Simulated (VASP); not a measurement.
# AlN (P6_3mc) in VASP: a series of runs, part 2 of 2

VASP 6.6.1. The steps go on from the part before.

### Step 4. Single point, PBEsol (volume scaled by 1.06)

INCAR reads:

```
SYSTEM = AlN
  ALGO = Normal
  EDIFF = 1E-7
  ENCUT = 520
  GGA = PS
  ISIF = 2
  ISMEAR = -1
  LASPH = .TRUE.
  LCHARG = .FALSE.
  LREAL = .FALSE.
  LWAVE = .FALSE.
  NBANDS = 16
  NELM = 80
  PREC = Accurate
  SIGMA = 0.03
```

KPOINTS reads:

```
k-points
0
G
  10 10 6
  0 0 0
```

POSCAR reads:

```
AlN
1.0
    3.1720176844      0.0000000000      0.0000000000
   -1.5860088422      2.7470478959      0.0000000000
    0.0000000000      0.0000000000      5.0756326300
Al N
2 2
Direct
    0.3333333333      0.6666666667      0.0000000000
    0.6666666667      0.3333333333      0.5000000000
    0.3333333333      0.6666666667      0.3850000000
    0.6666666667      0.3333333333      0.8850000000
```

Potentials or basis: VASP PAW PBE potentials, release 64 (Al, N).

Launch:

```console
$ cat potpaw_PBE.64/Al/POTCAR potpaw_PBE.64/N/POTCAR > POTCAR
$ mpirun -np 1 vasp_std > vasp.out
```

OUTCAR:

```text
SYSTEM = AlN
   EDIFF = 1E-7
   ENCUT = 520
   GGA = PS
   ISIF = 2
   ISMEAR = -1
   LASPH = .TRUE.
   LREAL = .FALSE.
   NELM = 80
   PREC = Accurate

 ion  position               nearest neighbor table
   1  0.333  0.667  0.000-   4 1.92   4 1.92   4 1.92   3 1.95   2 3.13   2 3.13   2 3.13   2 3.13
                             2 3.13   2 3.13
   2  0.667  0.333  0.500-   3 1.92   3 1.92   3 1.92   4 1.95   1 3.13   1 3.13   1 3.13   1 3.13
                             1 3.13   1 3.13
   3  0.333  0.667  0.385-   2 1.92   2 1.92   2 1.92   1 1.95
   4  0.667  0.333  0.885-   1 1.92   1 1.92   1 1.92   2 1.95

  LATTYP: Found a hexagonal cell.
 ALAT       =     3.1720176844
 C/A-ratio  =     1.6001274693

  Lattice vectors:

 A1 = (   3.1720176844,   0.0000000000,   0.0000000000)
 A2 = (  -1.5860088422,   2.7470478959,   0.0000000000)
 A3 = (   0.0000000000,   0.0000000000,   5.0756326300)

Analysis of symmetry for initial positions (statically):
=====================================================================
 Subroutine PRICEL returns:
 Original cell was already a primitive cell.

 Routine SETGRP: Setting up the symmetry group for a
 hexagonal supercell.

[... 170 lines left out ...]
  energy without entropy =      -31.23210444  energy(sigma->0) =      -31.23210444

 E-fermi :   6.1952     XC(G=0): -10.8599

 val. band max:        5.5788669062   @ k =   0.0000   0.0000   0.0000
 cond. band min:       9.1688718694   @ k =   0.0000   0.0000   0.0000
 fundamental gap:      3.5900049632
 Fermi energy:         6.1951666170

 k-point     1 :       0.0000    0.0000    0.0000
  band No.  band energies     occupation
      1      -9.3036      2.00000
      2      -7.2947      2.00000
      3      -0.2527      2.00000
      4       4.6572      2.00000
      5       4.6572      2.00000
      6       5.2980      2.00000
[... 433 lines left out ...]
      3       0.2645      2.00000
      4       1.2224      2.00000
      5       2.5672      2.00000
      6       3.2805      2.00000
[... 8 lines left out ...]
     15      17.5348      0.00000
     16      19.6727      0.00000

 [... further k-points ...]
[... 5 lines left out ...]
  --------------------------------------------------------------------------------------
  -------------------------------------------------------------------------------------
  Total       -2.7298281     -2.7298281     -2.9031310      0.0000000      0.0000000      0.0000000
  in kB      -98.8903393    -98.8903393   -105.1683834      0.0000000      0.0000000      0.0000000
  external PRESSURE =    -100.9830207 kB  Pullay stress =       0.0000000 kB

 VOLUME and BASIS-vectors are now :
 -----------------------------------------------------------------------------
  energy-cutoff  :      520.00
  volume of cell :       44.23
      direct lattice vectors                 reciprocal lattice vectors
     3.172017684  0.000000000  0.000000000     0.315256754  0.182013572  0.000000000
    -1.586008842  2.747047896  0.000000000     0.000000000  0.364027144  0.000000000
     0.000000000  0.000000000  5.075632630     0.000000000  0.000000000  0.197019775

 POSITION                                       TOTAL-FORCE (eV/Angst)
 -----------------------------------------------------------------------------------
     -0.00000      1.83137      0.00000         0.000000     -0.000000      0.173994
      1.58601      0.91568      2.53782        -0.000000      0.000000      0.173994
     -0.00000      1.83137      1.95412         0.000000      0.000000     -0.173994
      1.58601      0.91568      4.49193         0.000000      0.000000     -0.173994
 -----------------------------------------------------------------------------------
    total drift:                               -0.000000      0.000000      0.000157

  FREE ENERGIE OF THE ION-ELECTRON SYSTEM (eV)
  ---------------------------------------------------
  free  energy   TOTEN  =       -31.2321044398 eV

  energy  without entropy=      -31.2321044397  energy(sigma->0) =      -31.23210444
```

OSZICAR:

```text
N       E                     dE             d eps       ncg     rms          rms(c)
DAV:   1     0.380197975240E+02    0.38020E+02   -0.72267E+03  1792   0.891E+02
DAV:   2    -0.319070848867E+02   -0.69927E+02   -0.64567E+02  2472   0.181E+02
DAV:   3    -0.354511770964E+02   -0.35441E+01   -0.35344E+01  2320   0.427E+01
DAV:   4    -0.354737938913E+02   -0.22617E-01   -0.22615E-01  2208   0.383E+00
DAV:   5    -0.354740941322E+02   -0.30024E-03   -0.30024E-03  2256   0.445E-01    0.113E+01
DAV:   6    -0.312772678863E+02    0.41968E+01   -0.95459E+00  2200   0.220E+01    0.405E+00
DAV:   7    -0.312698207524E+02    0.74471E-02   -0.57002E-01  1856   0.523E+00    0.281E+00
DAV:   8    -0.312372508820E+02    0.32570E-01   -0.79568E-02  2040   0.240E+00    0.685E-01
DAV:   9    -0.312317899934E+02    0.54609E-02   -0.13705E-02  2336   0.870E-01    0.265E-01
DAV:  10    -0.312321944827E+02   -0.40449E-03   -0.16299E-03  1984   0.262E-01    0.176E-01
DAV:  11    -0.312321061898E+02    0.88293E-04   -0.13351E-04  2088   0.843E-02    0.380E-02
DAV:  12    -0.312321050673E+02    0.11226E-05   -0.53927E-06  2104   0.198E-02    0.752E-03
DAV:  13    -0.312321044464E+02    0.62089E-06   -0.28772E-06  2232   0.126E-02    0.452E-03
DAV:  14    -0.312321044398E+02    0.66177E-08   -0.18489E-07  1528   0.372E-03
   1 F= -.31232104E+02 E0= -.31232104E+02  d E =-.508931E-11
```

stdout:

```text
POSCAR found type information on POSCAR AlN
 POSCAR found :  2 types and       4 ions
 scaLAPACK will be used
 -----------------------------------------------------------------------------
|                                                                             |
|                                                                             |
|     You enforced a specific xc type in the INCAR file but a different       |
|     I HOPE YOU KNOW WHAT YOU ARE DOING!                                     |
|                                                                             |
 -----------------------------------------------------------------------------

 LDA part: xc-table for (Slater+PW92), standard interpolation
 POSCAR, INCAR and KPOINTS ok, starting setup
 FFT: planning ... GRIDC
 FFT: planning ... GRID_SOFT
 FFT: planning ... GRID
 WAVECAR not read
 entering main loop
```

Run time: 28 s. Hardware: 1 thread of Intel Xeon 6975P-C (Granite Rapids), shared host; peak memory 0.17 GiB.

What came out:

* Free energy: -31.2321 eV
* Pressure: -10.1 GPa
* Largest force: 0.174 eV/Å
* Band gap on the k mesh: 3.59 eV, direct

Forces in eV/Å, atoms in the order of the input:
```
Al   0.000  0.000  0.174
Al   0.000  0.000  0.174
N    0.000  0.000 -0.174
N    0.000  0.000 -0.174
```

Stress tensor (GPa, compression positive):
```
 -9.89   0.00   0.00
  0.00  -9.89   0.00
  0.00   0.00 -10.52
```

Caveat: the PAW data sets were made with another functional, which shifts forces and pressure a little.

### Step 5. Overview

| cell | gap on the mesh (eV) | pressure (GPa) | largest force (eV/Å) |
| --- | --- | --- | --- |
| a = 3.132, b = 3.132, c = 5.011 Å, angles 90.0, 90.0, 120.0°, 4 atoms | 3.92 | -3.3 | 0.18 |
| a = 3.111, b = 3.111, c = 5.078 Å, angles 90.0, 90.0, 120.0°, 4 atoms | 3.96 | -3.0 | 0.36 |
| a = 3.172, b = 3.172, c = 5.076 Å, angles 90.0, 90.0, 120.0°, 4 atoms | 3.59 | -10.1 | 0.17 |

Alike in all rows: task single point; level PBEsol; potentials or basis VASP PAW PBE potentials, release 64 (Al, N); no spin polarisation; k mesh 10 × 10 × 6; cutoff (eV) 520; smearing fermi-dirac 0.03 eV.

Caveats: the PAW data sets were made with another functional, which shifts forces and pressure a little.

Total energies depend on the potentials used, so only differences within one code and one set of settings carry meaning.
